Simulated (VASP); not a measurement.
Crystal: InSb.

```
In Sb
1.0
     3.76233    0.00000    0.00000
    -1.88117    3.25828    0.00000
     0.00000    0.00000    3.67185
In Sb
1 1
Direct
  0.66667 0.33333 0.50000
  0.00000 0.00000 0.00000
```

The cell was built from a structure type or drawn by symmetry, and may not be a known phase.

| Item | Value |
| --- | --- |
| Program | VASP 6.6.1 |
| Task | relaxation of cell and atoms |
| Functional | PBE |
| Potentials or basis | VASP PAW PBE potentials, release 64 (In_d, Sb) |
| Cutoff | 600 eV |
| k mesh | 6 × 6 × 6 |
| Occupations | gaussian, width 0.1 eV |
| Spin | no spin polarisation |

At the start: pressure 23.1 GPa; volume 22.51 Å³/atom.

Problem. How do energy, volume and symmetry change on relaxing?

Solution. Over 13 steps the energy falls by 398.1 meV/atom and the volume is 29.83 Å³/atom (+32.5 %); space group P-6m2 (No. 187, to 0.1 Å) before and after.

The path:
```csv
step,energy change (eV),largest force (eV/Å),pressure (GPa),volume (Å³)
1,0.0000,0.0000,23.07,45.01
2,-0.5413,0.0000,-5.03,69.59
3,-0.7534,0.0000,0.08,58.40
4,-0.7533,0.0000,-0.15,58.70
5,-0.7613,0.0000,-0.13,58.84
6,-0.7907,0.0000,0.05,59.21
7,-0.7724,0.0000,1.12,59.67
8,-0.7948,0.0000,0.34,59.42
9,-0.7957,0.0000,0.27,59.37
10,-0.7958,0.0000,0.20,59.33
11,-0.7959,0.0000,0.24,59.35
12,-0.7959,0.0000,-0.21,60.04
13,-0.7961,0.0000,0.01,59.66
```

Final structure:
```
CELL_PARAMETERS angstrom
4.24279 0.00000 0.00000
-2.12139 3.67436 0.00000
0.00000 0.00000 3.82715
ATOMIC_POSITIONS crystal
In 0.66667 0.33333 0.50000
Sb 0.00000 0.00000 0.00000
```

Caveat: the volume moved by over 15 % at a fixed basis, so the end points are rough.
